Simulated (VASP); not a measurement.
# KCaZn4 (P6/mmm) in VASP: single point with PBE

Aim: the single point of KCaZn4 with PBE.

Program: VASP 6.6.1. These are calculated values, not measurements. Logs are shortened: lines on timing, memory, paths and dates and some standing lists are left out, and cuts for length are marked.

**1. The cell of the first run**

The structure is hexagonal, space group P6/mmm (No. 191). The conventional cell has a = 4.649 Å, b = 4.649 Å, c = 8.541 Å, α = 90.00°, β = 90.00°, γ = 120.00°. K (site symmetry 6/mmm) has 12 Zn at 3.79 Å and 2 Ca at 4.27 Å and 6 K at 4.65 Å within 5.0 Å. Within 4.1 Å of Ca (site symmetry 6/mmm) lie 12 Zn at 3.12 Å. Within 3.5 Å of Zn (site symmetry 3m) lie 4 Zn at 2.68 to 3.18 Å and 3 Ca at 3.12 Å.

**2. Single point, PBE (26.65 Å³/atom)**

INCAR

```
SYSTEM = KCaZn4
PREC = Accurate
ENCUT = 520
EDIFF = 1E-6
ISMEAR = 0
SIGMA = 0.1
LREAL = .FALSE.
LASPH = .TRUE.
NELM = 80
ALGO = Fast
ISIF = 2
LWAVE = .FALSE.
LCHARG = .TRUE.
GGA = PE
LELF = .TRUE.
LVHAR = .TRUE.
NBANDS = 42
```

KPOINTS

```
regular mesh
0
G
  12 12 4
  0 0 0
```

POSCAR

```
KCaZn4
1.0
    4.6492136992      0.0000000000      0.0000000000
   -2.3246068496      4.0263371711      0.0000000000
    0.0000000000      0.0000000000      8.5409087042
K Ca Zn
1 1 4
Direct
    0.0000000000      0.0000000000      0.0000000000
    0.0000000000      0.0000000000      0.5000000000
    0.6666666667      0.3333333333      0.6862501579
    0.6666666667      0.3333333333      0.3137498421
    0.3333333333      0.6666666667      0.6862501579
    0.3333333333      0.6666666667      0.3137498421
```

Potentials or basis: VASP PAW PBE potentials, release 64 (K_sv, Ca_sv, Zn).

Run with:

```console
> cat potpaw_PBE.64/K_sv/POTCAR potpaw_PBE.64/Ca_sv/POTCAR potpaw_PBE.64/Zn/POTCAR > POTCAR
> mpirun -np 1 vasp_std > vasp.out
```

OUTCAR:

```text
SYSTEM = KCaZn4
   PREC = Accurate
   ENCUT = 520
   EDIFF = 1E-6
   ISMEAR = 0
   LREAL = .FALSE.
   LASPH = .TRUE.
   NELM = 80
   ISIF = 2
   GGA = PE

 ion  position               nearest neighbor table
   1  0.000  0.000  0.000-
   2  0.000  0.000  0.500-
   3  0.667  0.333  0.686-   5 2.68   5 2.68   5 2.68
   4  0.667  0.333  0.314-   6 2.68   6 2.68   6 2.68
   5  0.333  0.667  0.686-   3 2.68   3 2.68   3 2.68
   6  0.333  0.667  0.314-   4 2.68   4 2.68   4 2.68

  LATTYP: Found a hexagonal cell.
 ALAT       =     4.6492136992
 C/A-ratio  =     1.8370652022

  Lattice vectors:

 A1 = (   4.6492136992,   0.0000000000,   0.0000000000)
 A2 = (  -2.3246068496,   4.0263371711,   0.0000000000)
 A3 = (   0.0000000000,   0.0000000000,   8.5409087042)

Analysis of symmetry for initial positions (statically):
=====================================================================
 Subroutine PRICEL returns:
 Original cell was already a primitive cell.

 Routine SETGRP: Setting up the symmetry group for a
 hexagonal supercell.

 Subroutine GETGRP returns: Found 24 space group operations
 (whereof 24 operations were pure point group operations)
 out of a pool of 24 trial point group operations.

The static configuration has the point symmetry D_6h.

Analysis of symmetry for dynamics (positions and initial velocities):
=====================================================================
 Subroutine PRICEL returns:
 Original cell was already a primitive cell.

 Routine SETGRP: Setting up the symmetry group for a
 hexagonal supercell.

 Subroutine GETGRP returns: Found 24 space group operations
 (whereof 24 operations were pure point group operations)
 out of a pool of 24 trial point group operations.

The dynamic configuration has the point symmetry D_6h.

 Subroutine INISYM returns: Found 24 space group operations
 (whereof 24 operations are pure point group operations),
 and found     1 'primitive' translations

----------------------------------------------------------------------------------------

                                     Primitive cell

  volume of cell :     159.8798

  direct lattice vectors                    reciprocal lattice vectors
     4.649213699  0.000000000  0.000000000     0.215090135  0.124182347  0.000000000
[... 90 lines left out ...]
   LSORBIT =      F    spin-orbit coupling
   LASPH  =      T    aspherical Exc in radial PAW
   ENCUT  =  520.0 eV  38.22 Ry    6.18 a.u.   8.64  8.64 15.88*2*pi/ulx,y,z
   NELM   =     80;   NELMIN=  2; NELMDL= -5     # of ELM steps
   EDIFF  = 0.1E-05   stopping-criterion for ELM
   LREAL  =      F    real-space projection
   EDIFFG = 0.1E-04   stopping-criterion for IOM
   NSW    =      0    number of steps for IOM
   IBRION =     -1    ionic relax: 0-MD 1-quasi-New 2-CG
   NFREE  =      0    steps in history (QN), initial steepest desc. (CG)
   ISIF   =      2    stress and relaxation
   ISYM   =      2    0-nonsym 1-usesym 2-fastsym
   POTIM  = 0.5000    time-step for ionic-motion
   TEBEG  =    0.0;   TEEND  =   0.0 temperature during run
   PSTRESS=    0.0 pullay stress
   NELECT =      67.0000    total number of electrons
   NUPDOWN=      -1.0000    fix difference up-down
   EMIN   =  10.00;   EMAX   =-10.00  energy-range for DOS
   EFERMI =   0.00;   METHOD = LEGACY
   ISMEAR =     0;   SIGMA  =   0.10  broadening in eV -4-tet -1-fermi 0-gaus
   EFERMI_NEDOS =   21; number of points for ismear=-14 and -15
   IALGO  =     68    algorithm
   IMIX   =      4    mixing-type and parameters
     AMIX     =   0.40;   BMIX     =  1.00
     AMIX_MAG =   1.60;   BMIX_MAG =  1.00
  volume/ion in A,a.u.               =      26.65       179.82
  Fermi-wavevector in a.u.,A,eV,Ry     =   1.225091  2.315087 20.420292  1.500849
  Thomas-Fermi vector in A             =   2.360142
   LORBIT       =      0    0 simple, 1 ext, 2 COOP (PROOUT), +10 PAW based schemes
   GGA     = PE    functional components
   LHFCALC =     F    Hartree Fock is set to
   AEXX    =    0.0000 exact exchange contribution
   IVDW    =     0    specifies the selected vdW correction
   LEPSILON=     F    determine dielectric tensor
   LRPA    =     F    only Hartree local field effects (RPA)
 non-spin polarized calculation
 RMM-DIIS sequential band-by-band and
 Gauss-broadening in eV      SIGMA  =   0.10
  energy-cutoff  :      520.00
  volume of cell :      159.88
 maximum number of plane-waves:      4328
 NGX is ok and might be reduce to    36
   NGX = 17   NGY = 17   NGZ = 31

 number of electron      67.0000041 magnetization

 Free energy of the ion-electron system (eV)
  ---------------------------------------------------
  ext. energy  EPLUGINS =         0.00000000
  ---------------------------------------------------
  free energy    TOTEN  =        -8.02653779 eV

  energy without entropy =       -8.01064422  energy(sigma->0) =       -8.01859101

 E-fermi :   1.3072     XC(G=0):  -8.7214

 val. band max:        1.2973874696   @ k =   0.3333   0.0833   0.5000
 cond. band min:       1.3102934003   @ k =   0.3333   0.1667   0.2500
 fundamental gap:      0.0129059307
 Fermi energy:         1.3072202704

 k-point     1 :       0.0000    0.0000    0.0000
  band No.  band energies     occupation
      1     -39.7666      2.00000
      2     -29.8062      2.00000
      3     -20.8154      2.00000
      4     -20.8039      2.00000
      5     -20.8039      2.00000
      6     -13.3013      2.00000
[... 1069 lines left out ...]
     41       5.1239      0.00000
     42       5.8032      0.00000

 [... further k-points ...]
[... 5 lines left out ...]
  --------------------------------------------------------------------------------------
  -------------------------------------------------------------------------------------
  Total       -0.5457230     -0.5457230     -0.5696468      0.0000000      0.0000000      0.0000000
  in kB       -5.4687632     -5.4687632     -5.7085063      0.0000000      0.0000000      0.0000000
  external PRESSURE =      -5.5486776 kB  Pullay stress =       0.0000000 kB

 VOLUME and BASIS-vectors are now :
 -----------------------------------------------------------------------------
  energy-cutoff  :      520.00
  volume of cell :      159.88
      direct lattice vectors                 reciprocal lattice vectors
     4.649213699  0.000000000  0.000000000     0.215090135  0.124182347  0.000000000
    -2.324606850  4.026337171  0.000000000     0.000000000  0.248364694  0.000000000
     0.000000000  0.000000000  8.540908704     0.000000000  0.000000000  0.117083560

 POSITION                                       TOTAL-FORCE (eV/Angst)
 -----------------------------------------------------------------------------------
      0.00000      0.00000      0.00000         0.000000      0.000000      0.000000
      0.00000      0.00000      4.27045         0.000000      0.000000      0.000000
      2.32461      1.34211      5.86120        -0.000000      0.000000      0.010318
      2.32461      1.34211      2.67971        -0.000000      0.000000     -0.010318
     -0.00000      2.68422      5.86120         0.000000      0.000000      0.010318
     -0.00000      2.68422      2.67971         0.000000      0.000000     -0.010318
 -----------------------------------------------------------------------------------
    total drift:                                0.000000      0.000000     -0.000000

  FREE ENERGIE OF THE ION-ELECTRON SYSTEM (eV)
  ---------------------------------------------------
  free  energy   TOTEN  =        -8.0265377892 eV

  energy  without entropy=       -8.0106442239  energy(sigma->0) =       -8.01859101
```

Run time: 14 min. Hardware: 1 thread of Intel Xeon Platinum 8488C (Sapphire Rapids), shared host; peak memory 0.51 GiB.

Results:

```
Free energy            : -8.0265 eV
Pressure               : -0.6 GPa
Largest force          : 0.010 eV/Å
Band gap on the k mesh : zero (an odd number of electrons rules out a gap without spin polarisation)
```

Forces in eV/Å, atoms in the order of the input:
```
K    0.000  0.000  0.000
Ca   0.000  0.000  0.000
Zn   0.000  0.000  0.010
Zn   0.000  0.000 -0.010
Zn   0.000  0.000  0.010
Zn   0.000  0.000 -0.010
```

Levels at points of the mesh, in eV from the Fermi level:
| k point | band 31 | band 32 | band 33 | band 34 | band 35 | band 36 |
| --- | --- | --- | --- | --- | --- | --- |
| (0.00, 0.00, 0.00) | -2.19 | 0.42 | 0.42 | 1.57 | 2.17 | 2.50 |
| (0.50, 0.00, 0.00) | -3.88 | -2.48 | -0.02 | 0.10 | 0.21 | 0.23 |
| (0.00, 0.00, 0.50) | -1.22 | 0.23 | 0.47 | 0.47 | 1.61 | 2.54 |
| (0.50, 0.00, 0.50) | -3.93 | -2.75 | 0.06 | 0.28 | 0.48 | 0.69 |
